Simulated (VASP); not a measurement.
# Ru (I4/mmm) in VASP: notebook

Ru is run at these levels: PBE; tasks: single point.

Program: VASP 6.6.1. These are calculated values, not measurements. Logs are shortened: lines on timing, memory, paths and dates and some standing lists are left out, and cuts for length are marked.

## Step 1: The cell of the first run

It takes space group I4/mmm (No. 139, tetragonal). Conventional cell: a = 2.708 Å, b = 2.708 Å, c = 3.926 Å, α = 90.00°, β = 90.00°, γ = 90.00°. Ru (site symmetry 4/mmm) has 12 Ru at 2.71 to 2.74 Å within 3.6 Å.

## Step 2: Single point, PBE (strain +0.0250 x Voigt [0, 0, 1, 0, 0, 0])

The input, INCAR:

```
PREC = Accurate
ENCUT = 520
EDIFF = 1E-6
ISMEAR = 0
SIGMA = 0.15
LREAL = False
LASPH = True
NELM = 80
ALGO = Fast
ISIF = 2
LWAVE = False
LCHARG = False
GGA = PE
NBANDS = 13
```

The input, KPOINTS:

```
Automatic mesh
0
Gamma
  22 22 22
```

The input, POSCAR:

```
Ru
1.0
    0.0000000000      1.9150000000      1.9628750000
    1.9150000000      0.0000000000      1.9628750000
    1.9150000000      1.9150000000      0.0000000000
Ru
1
Direct
    0.0000000000      0.0000000000      0.0000000000
```

Potentials or basis: VASP PAW PBE potentials, release 64 (Ru_pv).

Launch:

```
$ cat potpaw_PBE.64/Ru_pv/POTCAR > POTCAR
$ mpirun -np 1 vasp_std > vasp.out
```

OUTCAR:

```text
PREC = Accurate
   ENCUT = 520
   EDIFF = 1E-6
   ISMEAR = 0
   LREAL = False
   LASPH = True
   NELM = 80
   ISIF = 2
   GGA = PE

 ion  position               nearest neighbor table
   1  0.000  0.000  0.000-

  LATTYP: Found a body centered tetragonal cell.
 ALAT       =     2.7082189719
 C/A-ratio  =     1.4495689014

  Lattice vectors:

 A1 = (  -1.9150000000,   0.0000000000,   1.9628750000)
 A2 = (   1.9150000000,   0.0000000000,   1.9628750000)
 A3 = (   0.0000000000,   1.9150000000,  -1.9628750000)

Analysis of symmetry for initial positions (statically):
=====================================================================
 Subroutine PRICEL returns:
 Original cell was already a primitive cell.

 Routine SETGRP: Setting up the symmetry group for a
 body centered tetragonal supercell.

 Subroutine GETGRP returns: Found 16 space group operations
 (whereof 16 operations were pure point group operations)
 out of a pool of 16 trial point group operations.

The static configuration has the point symmetry D_4h.

Analysis of symmetry for dynamics (positions and initial velocities):
=====================================================================
 Subroutine PRICEL returns:
 Original cell was already a primitive cell.

 Routine SETGRP: Setting up the symmetry group for a
 body centered tetragonal supercell.

 Subroutine GETGRP returns: Found 16 space group operations
 (whereof 16 operations were pure point group operations)
 out of a pool of 16 trial point group operations.

The dynamic configuration has the point symmetry D_4h.

 Subroutine INISYM returns: Found 16 space group operations
 (whereof 16 operations are pure point group operations),
 and found     1 'primitive' translations

----------------------------------------------------------------------------------------

                                     Primitive cell

  volume of cell :      14.3966

  direct lattice vectors                    reciprocal lattice vectors
     0.000000000  1.915000000  1.962875000    -0.261096606  0.261096606  0.254728396
     1.915000000  0.000000000  1.962875000     0.261096606 -0.261096606  0.254728396
     1.915000000  1.915000000  0.000000000     0.261096606  0.261096606 -0.254728396

  length of vectors
     2.742280669  2.742280669  2.708218972     0.448586035  0.448586035  0.448586035

  position of ions in fractional coordinates (direct lattice)
     0.000000000  0.000000000  0.000000000

  ion indices of the primitive-cell ions
   primitive index   ion index
                 1           1

----------------------------------------------------------------------------------------

 KPOINTS: Automatic mesh

Automatic generation of k-mesh.
 Grid dimensions read from file:
 generate k-points for:   22   22   22

 Generating k-lattice:

  Cartesian coordinates                     Fractional coordinates (reciprocal lattice)
    -0.011868028  0.011868028  0.011578563     0.045454545  0.000000000  0.000000000
     0.011868028 -0.011868028  0.011578563     0.000000000  0.045454545  0.000000000
     0.011868028  0.011868028 -0.011578563    -0.000000000 -0.000000000  0.045454545

  Length of vectors
     0.020390274  0.020390274  0.020390274

  Shift w.r.t. Gamma in fractional coordinates (k-lattice)
     0.000000000  0.000000000  0.000000000

 Subroutine IBZKPT returns following result:
 ===========================================

 Found    834 irreducible k-points:

 Following reciprocal coordinates:
            Coordinates               Weight
  0.000000  0.000000  0.000000      1.000000
  0.045455  0.000000  0.000000      8.000000
  0.090909  0.000000  0.000000      8.000000
  0.136364  0.000000  0.000000      8.000000
  0.181818 -0.000000  0.000000      8.000000
  0.227273 -0.000000  0.000000      8.000000
[... 16 lines left out ...]
  0.500000  0.045455  0.000000      8.000000
 -0.454545  0.045455  0.000000      8.000000
 [... further k-points ...]
   k-points           NKPTS =    834   k-points in BZ     NKDIM =    834   number of bands    NBANDS=     13
   number of dos      NEDOS =    301   number of ions     NIONS =      1
   total plane-waves  NPLWV =   8000
   dimension x,y,z NGX =    20 NGY =   20 NGZ =   20
   dimension x,y,z NGXF=    40 NGYF=   40 NGZF=   40
   ions per type =               1
   NGX,Y,Z   is equivalent  to a cutoff of  12.12, 12.12, 12.28 a.u.
   NGXF,Y,Z  is equivalent  to a cutoff of  24.25, 24.25, 24.55 a.u.
 SYSTEM =  unknown system
   PREC   = accura    normal or accurate (medium, high low for compatibility)
   ISTART =      0    job   : 0-new  1-cont  2-samecut
   ICHARG =      2    charge: 1-file 2-atom 10-const
   ISPIN  =      1    spin polarized calculation?
   LNONCOLLINEAR =      F non collinear calculations
   LSORBIT =      F    spin-orbit coupling
   LASPH  =      T    aspherical Exc in radial PAW
   ENCUT  =  520.0 eV  38.22 Ry    6.18 a.u.   5.10  5.10  5.04*2*pi/ulx,y,z
   NELM   =     80;   NELMIN=  2; NELMDL= -5     # of ELM steps
   EDIFF  = 0.1E-05   stopping-criterion for ELM
   LREAL  =      F    real-space projection
   EDIFFG = 0.1E-04   stopping-criterion for IOM
   NSW    =      0    number of steps for IOM
   IBRION =     -1    ionic relax: 0-MD 1-quasi-New 2-CG
   NFREE  =      0    steps in history (QN), initial steepest desc. (CG)
   ISIF   =      2    stress and relaxation
   ISYM   =      2    0-nonsym 1-usesym 2-fastsym
   POTIM  = 0.5000    time-step for ionic-motion
   TEBEG  =    0.0;   TEEND  =   0.0 temperature during run
   PSTRESS=    0.0 pullay stress
   NELECT =      14.0000    total number of electrons
   NUPDOWN=      -1.0000    fix difference up-down
   EMIN   =  10.00;   EMAX   =-10.00  energy-range for DOS
   EFERMI =   0.00;   METHOD = LEGACY
   ISMEAR =     0;   SIGMA  =   0.15  broadening in eV -4-tet -1-fermi 0-gaus
   EFERMI_NEDOS =   21; number of points for ismear=-14 and -15
   IALGO  =     68    algorithm
   IMIX   =      4    mixing-type and parameters
     AMIX     =   0.40;   BMIX     =  1.00
     AMIX_MAG =   1.60;   BMIX_MAG =  1.00
  volume/ion in A,a.u.               =      14.40        97.15
  Fermi-wavevector in a.u.,A,eV,Ry     =   1.621925  3.064994 35.792041  2.630641
  Thomas-Fermi vector in A             =   2.715622
   LORBIT       =      0    0 simple, 1 ext, 2 COOP (PROOUT), +10 PAW based schemes
   GGA     = PE    functional components
   LHFCALC =     F    Hartree Fock is set to
   AEXX    =    0.0000 exact exchange contribution
   IVDW    =     0    specifies the selected vdW correction
   LEPSILON=     F    determine dielectric tensor
   LRPA    =     F    only Hartree local field effects (RPA)
 non-spin polarized calculation
 RMM-DIIS sequential band-by-band and
 Gauss-broadening in eV      SIGMA  =   0.15
  energy-cutoff  :      520.00
  volume of cell :       14.40
 maximum number of plane-waves:       400
   NGX = 11   NGY = 11   NGZ =  9

 number of electron      13.9999996 magnetization

 Free energy of the ion-electron system (eV)
  ---------------------------------------------------
  ext. energy  EPLUGINS =         0.00000000
  ---------------------------------------------------
  free energy    TOTEN  =        -9.10446320 eV

  energy without entropy =       -9.09283269  energy(sigma->0) =       -9.09864795

 E-fermi :  11.7173     XC(G=0): -13.7576

 val. band max:       11.7146464447   @ k =   0.4545  -0.0000   0.0455
 cond. band min:      11.7205212532   @ k =  -0.1364  -0.0000   0.0455
 fundamental gap:      0.0058748085
 Fermi energy:        11.7173078534

 k-point     1 :       0.0000    0.0000    0.0000
  band No.  band energies     occupation
      1     -30.7056      2.00000
      2     -30.7020      2.00000
      3     -30.7020      2.00000
      4       4.1582      2.00000
      5       9.1657      2.00000
      6       9.4534      2.00000
      7       9.4534      2.00000
      8      11.4146      1.99568
      9      11.7560      0.71527
     10      22.3224      0.00000
     11      26.8154      0.00000
     12      31.7161      0.00000
     13      32.4874      0.00000

 k-point     2 :       0.0455    0.0000    0.0000
  band No.  band energies     occupation
      1     -30.7219      2.00000
      2     -30.7071      2.00000
      3     -30.7042      2.00000
      4       4.2420      2.00000
      5       9.1734      2.00000
      6       9.4374      2.00000
      7       9.4882      2.00000
      8      11.3960      1.99755
      9      11.7309      0.89787
     10      22.3223      0.00000
     11      26.9512      0.00000
     12      31.5746      0.00000
     13      32.3034      0.00000

 k-point     3 :       0.0909    0.0000    0.0000
  band No.  band energies     occupation
      1     -30.7757      2.00000
      2     -30.7153      2.00000
      3     -30.7104      2.00000
      4       4.4862      2.00000
      5       9.1419      2.00000
      6       9.4481      2.00000
      7       9.5848      2.00000
      8      11.3528      1.99941
      9      11.6669      1.36521
     10      22.3223      0.00000
     11      27.3341      0.00000
     12      30.7229      0.00000
     13      32.5171      0.00000

 k-point     4 :       0.1364    0.0000    0.0000
  band No.  band energies     occupation
      1     -30.8602      2.00000
      2     -30.7280      2.00000
      3     -30.7202      2.00000
      4       4.8664      2.00000
      5       9.0319      2.00000
      6       9.5330      2.00000
      7       9.7166      2.00000
      8      11.3241      1.99979
      9      11.5983      1.73806
     10      22.3223      0.00000
     11      27.8838      0.00000
     12      29.5652      0.00000
     13      33.1038      0.00000

 k-point     5 :       0.1818   -0.0000    0.0000
  band No.  band energies     occupation
      1     -30.9677      2.00000
      2     -30.7442      2.00000
      3     -30.7327      2.00000
      4       5.3311      2.00000
      5       8.9363      2.00000
      6       9.6136      2.00000
      7       9.8337      2.00000
      8      11.3735      1.99881
      9      11.5841      1.79071
     10      22.3222      0.00000
     11      28.3326      0.00000
     12      28.4830      0.00000
     13      33.9088      0.00000

 k-point     6 :       0.2273   -0.0000    0.0000
  band No.  band energies     occupation
      1     -31.0889      2.00000
      2     -30.7626      2.00000
      3     -30.7469      2.00000
      4       5.7845      2.00000
      5       8.9811      2.00000
      6       9.6201      2.00000
      7       9.8765      2.00000
      8      11.5578      1.86747
      9      11.6897      1.20534
     10      22.3222      0.00000
     11      27.1861      0.00000
     12      28.7615      0.00000
     13      34.8595      0.00000

 k-point     7 :       0.2727    0.0000    0.0000
  band No.  band energies     occupation
      1     -31.2136      2.00000
      2     -30.7817      2.00000
      3     -30.7617      2.00000
      4       6.0993      2.00000
      5       9.3012      2.00000
      6       9.5451      2.00000
      7       9.8252      2.00000
      8      11.8754      0.13603
      9      11.9327      0.04233
     10      22.3220      0.00000
     11      26.0076      0.00000
     12      28.5826      0.00000
     13      35.7426      0.00000
[... 193 lines left out ...]
 k-point    20 :       0.3636    0.0455    0.0000
  band No.  band energies     occupation
      1     -31.3955      2.00000
      2     -30.8137      2.00000
      3     -30.7965      2.00000
      4       6.2820      2.00000
      5       9.2690      2.00000
      6       9.7091      2.00000
      7      10.2759      2.00000
      8      12.5609      0.00000
      9      12.7078      0.00000
     10      22.3213      0.00000
     11      24.0165      0.00000
     12      27.6429      0.00000
     13      33.7778      0.00000

 k-point    21 :       0.4091    0.0455    0.0000
  band No.  band energies     occupation
      1     -31.4826      2.00000
      2     -30.8300      2.00000
      3     -30.8049      2.00000
      4       6.2320      2.00000
      5       9.1501      2.00000
      6       9.5914      2.00000
      7      11.0844      2.00000
      8      12.9920      0.00000
      9      13.0999      0.00000
     10      22.3178      0.00000
     11      22.7667      0.00000
     12      27.0651      0.00000
     13      33.0526      0.00000

 k-point    22 :       0.4545    0.0455    0.0000
  band No.  band energies     occupation
      1     -31.5430      2.00000
      2     -30.8424      2.00000
      3     -30.8095      2.00000
      4       6.1749      2.00000
      5       9.0724      2.00000
      6       9.5003      2.00000
      7      11.7543      0.72710
      8      13.1794      0.00000
      9      13.6095      0.00000
     10      21.7009      0.00000
     11      22.3261      0.00000
     12      26.6757      0.00000
     13      32.5798      0.00000

 k-point    23 :       0.5000    0.0455    0.0000
  band No.  band energies     occupation
      1     -31.5722      2.00000
      2     -30.8499      2.00000
      3     -30.8099      2.00000
      4       6.1432      2.00000
      5       9.0435      2.00000
      6       9.4498      2.00000
      7      12.1074      0.00024
      8      13.2295      0.00000
      9      13.9577      0.00000
     10      21.1118      0.00000
     11      22.3245      0.00000
     12      26.4963      0.00000
     13      32.0631      0.00000

 k-point    24 :      -0.4545    0.0455    0.0000
  band No.  band energies     occupation
      1     -31.5680      2.00000
      2     -30.8518      2.00000
      3     -30.8060      2.00000
      4       6.1496      2.00000
      5       9.0649      2.00000
      6       9.4469      2.00000
      7      12.0520      0.00160
      8      13.1273      0.00000
      9      13.9752      0.00000
     10      21.2225      0.00000
     11      22.3246      0.00000
     12      26.5281      0.00000
     13      31.9380      0.00000

 [... further k-points ...]
[... 5 lines left out ...]
  --------------------------------------------------------------------------------------
  -------------------------------------------------------------------------------------
  Total       -0.8406383     -0.8406383     -1.3474256      0.0000000      0.0000000     -0.0000000
  in kB      -93.5533975    -93.5533975   -149.9530083      0.0000000      0.0000000     -0.0000000
  external PRESSURE =    -112.3532678 kB  Pullay stress =       0.0000000 kB

 VOLUME and BASIS-vectors are now :
 -----------------------------------------------------------------------------
  energy-cutoff  :      520.00
  volume of cell :       14.40
      direct lattice vectors                 reciprocal lattice vectors
     0.000000000  1.915000000  1.962875000    -0.261096606  0.261096606  0.254728396
     1.915000000  0.000000000  1.962875000     0.261096606 -0.261096606  0.254728396
     1.915000000  1.915000000  0.000000000     0.261096606  0.261096606 -0.254728396

 POSITION                                       TOTAL-FORCE (eV/Angst)
 -----------------------------------------------------------------------------------
      0.00000      0.00000      0.00000         0.000000      0.000000      0.000000
 -----------------------------------------------------------------------------------
    total drift:                                0.000000      0.000000      0.000000

  FREE ENERGIE OF THE ION-ELECTRON SYSTEM (eV)
  ---------------------------------------------------
  free  energy   TOTEN  =        -9.1044632007 eV

  energy  without entropy=       -9.0928326925  energy(sigma->0) =       -9.09864795
```

It took 2.7 min on 1 thread of Intel Xeon 8259CL, shared host; peak memory 0.25 GiB.

Results:

```
Free energy            : -9.1045 eV
Pressure               : -11.2 GPa
Band gap on the k mesh : zero (bands 7 and 8 overlap by 3.37 eV)
```

Caveat: the cell differs from its parent crystal (strain +0.0250 x Voigt [0, 0, 1, 0, 0, 0]); the cell stands under tension.

## Step 3: Single point, PBE (strain +0.0750 x Voigt [0, 0, 1, 0, 0, 0])

The input, INCAR:

```
SYSTEM = Ru
  ALGO = Fast
  EDIFF = 1E-7
  ENCUT = 520
  GGA = PE
  ISIF = 2
  ISMEAR = 0
  LASPH = .TRUE.
  LCHARG = .TRUE.
  LELF = .TRUE.
  LREAL = .FALSE.
  LVHAR = .TRUE.
  LWAVE = .FALSE.
  NBANDS = 13
  NELM = 80
  PREC = Accurate
  SIGMA = 0.15
```

The input, KPOINTS:

```
k-points
0
G
  22 22 22
  0 0 0
```

The input, POSCAR:

```
Ru
1.0
    0.0000000000      1.9150000000      2.0586250000
    1.9150000000      0.0000000000      2.0586250000
    1.9150000000      1.9150000000      0.0000000000
Ru
1
Direct
    0.0000000000      0.0000000000      0.0000000000
```

Potentials or basis: VASP PAW PBE potentials, release 64 (Ru_pv).

Launch:

```
$ cat potpaw_PBE.64/Ru_pv/POTCAR > POTCAR
$ mpirun -np 1 vasp_std > vasp.out
```

Wall time 3.3 min (1 thread of Intel Xeon 8259CL, shared host); peak memory 0.27 GiB.

Results (log left out):

* Free energy: -9.0022 eV
* Pressure: -21.1 GPa
* Band gap on the k mesh: zero (bands 7 and 8 overlap by 3.08 eV)

Stress tensor (GPa, compression positive):
```
-16.04   0.00   0.00
  0.00 -16.04   0.00
  0.00   0.00 -31.19
```

Levels at points of the mesh, in eV from the Fermi level:
| k point | band 3 | band 4 | band 5 | band 6 | band 7 | band 8 | band 9 | band 10 | band 11 | band 12 |
| --- | --- | --- | --- | --- | --- | --- | --- | --- | --- | --- |
| (0.00, 0.00, 0.00) | -42.42 | -7.30 | -2.74 | -1.92 | -1.92 | -0.66 | 0.30 | 10.66 | 15.15 | 18.90 |
| (0.50, 0.00, 0.00) | -42.48 | -5.33 | -2.69 | -1.92 | 0.97 | 1.25 | 1.61 | 8.83 | 10.66 | 14.52 |
| (0.50, 0.50, 0.00) | -42.63 | -5.49 | -5.06 | 1.45 | 1.81 | 1.81 | 2.42 | 10.65 | 10.96 | 13.58 |
| (0.50, 0.00, 0.50) | -42.67 | -5.52 | -5.06 | 1.32 | 1.50 | 2.24 | 3.84 | 10.66 | 12.00 | 12.74 |

Caveat: the cell differs from its parent crystal (strain +0.0750 x Voigt [0, 0, 1, 0, 0, 0]); the cell stands under tension.
